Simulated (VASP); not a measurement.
**CuO: single point with PBE**

The system is CuO.

```
CELL_PARAMETERS angstrom
2.33660 -1.73850 0.00000
2.33660 1.73850 0.00000
-0.76216 0.00000 5.06194
ATOMIC_POSITIONS crystal
Cu 0.00000 0.50000 0.00000
Cu 0.50000 0.00000 0.50000
O 0.54830 0.45170 0.25000
O 0.45170 0.54830 0.75000
```

* Program: VASP 6.6.1
* Task: single point
* Functional: PBE
* Potentials or basis: VASP PAW PBE potentials, release 64 (Cu_sv_GW, O)
* Cutoff: 820 eV
* k mesh: 7 × 7 × 4
* Occupations: fermi-dirac, width 0.03 eV
* Spin: no spin polarisation
* Dipole correction: no
* Further INCAR settings: ALGO = Normal; EDIFF = 1e-06; NBANDS = 33

```json
{
  "Pressure": "6.2 GPa",
  "Largest force": "0.170 eV/Å",
  "Band gap on the k mesh": "zero (bands 25 and 26 overlap by 0.69 eV)"
}
```

Forces in eV/Å, atoms in the order of the input:
```
Cu   0.000  0.000  0.000
Cu   0.000  0.000  0.000
O    0.000 -0.170  0.000
O    0.000  0.170  0.000
```

Stress tensor (GPa, compression positive):
```
3.90 0.00 2.33
0.00 7.59 0.00
2.33 0.00 7.23
```

Levels at points of the mesh, in eV from the Fermi level:
| k point | band 23 | band 24 | band 25 | band 26 | band 27 | band 28 |
| --- | --- | --- | --- | --- | --- | --- |
| (0.00, 0.00, 0.00) | -2.26 | -1.74 | 0.23 | 0.95 | 1.70 | 6.08 |
| (0.00, 0.00, 0.50) | -1.61 | -1.61 | 0.20 | 0.20 | 3.82 | 3.82 |

It took 75 s on 1 thread of Intel(R) Xeon(R) 6975P-C (Granite Rapids), on a shared host, peak memory 0.29 GiB.

Caveat: the cell stands under pressure; semilocal functionals often make such compounds metallic where correlation or magnetic order opens a gap, which also shifts bond lengths. With open d or f shells a metallic result of PBE can be an artefact of self-interaction; +U or a hybrid may open a gap.
